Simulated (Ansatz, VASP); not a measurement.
**V: VASP beside Ansatz**

File INCAR:

```
SYSTEM = V
  PREC = Accurate
  ENCUT = 600
  EDIFF = 1E-7
  ISMEAR = 0
  SIGMA = 0.1
  LREAL = .FALSE.
  LASPH = .TRUE.
  NELM = 60
  ALGO = Fast
  ISIF = 3
  LWAVE = .FALSE.
  LCHARG = .FALSE.
  GGA = PS
  IBRION = 2
  NSW = 80
  EDIFFG = -0.01
```

File KPOINTS:

```
regular mesh
0
G
  20 20 20
  0 0 0
```

File POSCAR:

```
V
1.0
   -1.4826281472      1.4826281472      1.4826281472
    1.4826281472     -1.4826281472      1.4826281472
    1.4826281472      1.4826281472     -1.4826281472
V
1
Direct
    0.0000000000      0.0000000000      0.0000000000
```

Input for Ansatz:

```yaml
crystal:
  lattice:
    - [-1.4826281472, 1.4826281472, 1.4826281472]
    - [1.4826281472, -1.4826281472, 1.4826281472]
    - [1.4826281472, 1.4826281472, -1.4826281472]
  atoms:
    - { symbol: V, position: [0.0, 0.0, 0.0] }
basis:
  ecutwfc: 420
kpoints:
  mp_grid: { grid: [20, 20, 20] }
hamiltonian:
  xc: pbesol
scf:
  occupations: { method: gaussian, width: 0.1 }
output:
  forces: true
  stress: true
  eigenvalues: true
relax:
  adjacent_minimum: "off"
  f_tol: 0.01
  max_steps: 60
  cell: { stress_tol: 0.1 }
```

Alike in both runs: task relaxation of cell and atoms; functional PBEsol; k mesh 20 × 20 × 20; occupations gaussian, width 0.1 eV; no spin polarisation.

|  | VASP | Ansatz |
| --- | --- | --- |
| version | VASP 6.6.1 | Ansatz 0.2.0 |
| potentials or method | VASP PAW PBE potentials, release 64 (V_sv), cutoff 600 eV | scalar-relativistic, plane waves, PAW |
| valence electrons in the cell | 13 | 13 |

|  | VASP | Ansatz | Ansatz less VASP |
| --- | --- | --- | --- |
| gap on the k mesh at the Fermi level, each at its own relaxed structure (eV) | none | none | - |
| relaxed volume (Å³/atom) | 12.96 | 12.95 | -0.010 |
| relaxed cell length with the largest relative difference (Å) | 2.563 | 2.562 | -0.0007 |

VASP's potentials were made for PBE, not for PBEsol. A gap of «none» marks a metal or a gap that the smearing closes.
